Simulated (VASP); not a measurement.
A run of VASP 6.6.1:

File POSCAR:

```
Pd
1.0
    2.7836650458      0.0000000000      0.0000000000
   -1.3918325229      2.4107246453      0.0000000000
    0.0000000000      0.0000000000      4.6288930000
Pd
2
Direct
    0.3333333333      0.6666666667      0.2500000000
    0.6666666667      0.3333333333      0.7500000000
```

The input INCAR.step1:

```
PREC = Accurate
ENCUT = 520
ISMEAR = -1
SIGMA = 0.05
LREAL = False
LASPH = True
NELM = 80
NBANDS = 17
GGA = PE
ALGO = Normal
EDIFF = 1E-4
LWAVE = True
LCHARG = False
```

The input INCAR.step2:

```
PREC = Accurate
ENCUT = 520
EDIFF = 1E-7
ISMEAR = -1
SIGMA = 0.05
LREAL = False
LASPH = True
NELM = 80
ALGO = Normal
ISIF = 2
LWAVE = False
LCHARG = False
METAGGA = R2SCAN
LMIXTAU = True
NBANDS = 17
ISTART = 1
```

The input KPOINTS:

```
Automatic mesh
0
Gamma
  11 11 6
```

Potentials or basis: VASP PAW PBE potentials, release 64 (Pd).

Launch:

```console
$ cat potpaw_PBE.64/Pd/POTCAR > POTCAR
$ cp INCAR.step1 INCAR
$ mpirun -np 1 vasp_std > vasp.out
$ cp INCAR.step2 INCAR
$ mpirun -np 1 vasp_std > vasp.out
```

Hardware: 1 thread of Intel(R) Xeon(R) Platinum 8488C (Sapphire Rapids) (shared host).

How long does it take, and how much memory?

It took 76 s on 1 thread of Intel(R) Xeon(R) Platinum 8488C (Sapphire Rapids) (shared host), peak memory 0.17 GiB. Counts: k points 64.
